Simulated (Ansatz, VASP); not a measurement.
# One calculation of CsTa3, two programs

File INCAR:

```
PREC     = Accurate       # precision mode
ENCUT    = 520            # plane-wave cutoff, eV
EDIFF    = 1E-6           # SCF threshold, eV
ISMEAR   = 0              # smearing method
SIGMA    = 0.1            # smearing width, eV
LREAL    = F              # projectors in reciprocal space
LASPH    = T              # aspherical terms in the spheres
NELM     = 60             # most SCF steps
ALGO     = Fast           # electronic algorithm
ISIF     = 2              # what is computed and relaxed
LWAVE    = F              # write WAVECAR
LCHARG   = F              # write CHGCAR
GGA      = PE             # functional
NBANDS   = 29             # bands
```

The input KPOINTS:

```
Automatic mesh
0
Gamma
  4 4 4
```

File POSCAR:

```
CsTa3
1.0
    4.5359956977      0.0000000000      0.0000000000
    0.0000000000      4.5359956977      0.0000000000
    0.0000000000      0.0000000000      4.5359956977
Cs Ta
1 3
Direct
    0.0000000000      0.0000000000      0.0000000000
    0.0000000000      0.5000000000      0.5000000000
    0.5000000000      0.0000000000      0.5000000000
    0.5000000000      0.5000000000      0.0000000000
```

Input for Ansatz:

```yaml
crystal:
  lattice:
    - [4.5359956977, 0.0, 0.0]
    - [0.0, 4.5359956977, 0.0]
    - [0.0, 0.0, 4.5359956977]
  atoms:
    - { symbol: Cs, position: [0.0, 0.0, 0.0] }
    - { symbol: Ta, position: [0.0, 0.5, 0.5] }
    - { symbol: Ta, position: [0.5, 0.0, 0.5] }
    - { symbol: Ta, position: [0.5, 0.5, 0.0] }
basis:
  ecutwfc: 420
kpoints:
  mp_grid: { grid: [4, 4, 4] }
hamiltonian:
  xc: pbe
scf:
  occupations: { method: gaussian, width: 0.1 }
  lower_state_search: "off"
output:
  forces: true
  stress: true
  eigenvalues: true
```

Alike in both runs: task single point; functional PBE; k mesh 4 × 4 × 4; occupations gaussian, width 0.1 eV; no spin polarisation.

```csv
,VASP,Ansatz
version,VASP 6.6.1,Ansatz 0.2.0
potentials or method,"VASP PAW PBE potentials, release 64 (Cs_sv, Ta_pv), cutoff 520 eV","scalar-relativistic, plane waves, PAW"
valence electrons in the cell,42,48
```

```csv
,VASP,Ansatz,Ansatz less VASP
gap on the k mesh at the Fermi level (eV),none,none,-
pressure (GPa),-6.5,-7.1,-0.66
```

A gap of «none» marks a metal or a gap that the smearing closes. VASP's potentials hold 42 valence electrons a cell and Ansatz's 48, so a difference there can come from the potentials and not from the codes.

Spin-orbit coupling is off throughout.
